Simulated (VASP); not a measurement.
Here is a VASP 6.6.1 calculation.

File INCAR:

```
SYSTEM = Mg
ALGO = Normal ; EDIFF = 1E-7
ENCUT = 520 ; GGA = PE
ISIF = 2 ; ISMEAR = -1
LASPH = .True. ; LCHARG = .True.
LELF = .True. ; LREAL = .False.
LVHAR = .True. ; LWAVE = .False.
NBANDS = 12 ; NELM = 60
PREC = Accurate ; SIGMA = 0.1
```

File KPOINTS:

```
k-points
0
Gamma
  12 12 4
  0 0 0
```

File POSCAR:

```
Mg
1.0
    2.9452607397      0.0000000000      0.0000000000
   -1.4726303699      2.5506706213      0.0000000000
    0.0000000000      0.0000000000      9.4998359410
Mg
4
Direct
    0.0000000000      0.0000000000      0.0000000000
    0.0000000000      0.0000000000      0.5000000000
    0.3333333333      0.6666666667      0.2500000000
    0.6666666667      0.3333333333      0.7500000000
```

Potentials or basis: VASP PAW PBE potentials, release 64 (Mg).

Launch:

```console
$ cat potpaw_PBE.64/Mg/POTCAR > POTCAR
$ mpirun -np 1 vasp_std > vasp.out
```

(1) Predict the band gap on the k mesh.

(2) Predict the pressure.

Answers

(1) zero (bands 4 and 5 overlap by 2.27 eV).

(2) 15.0 GPa.

Caveat: the cell stands under pressure.
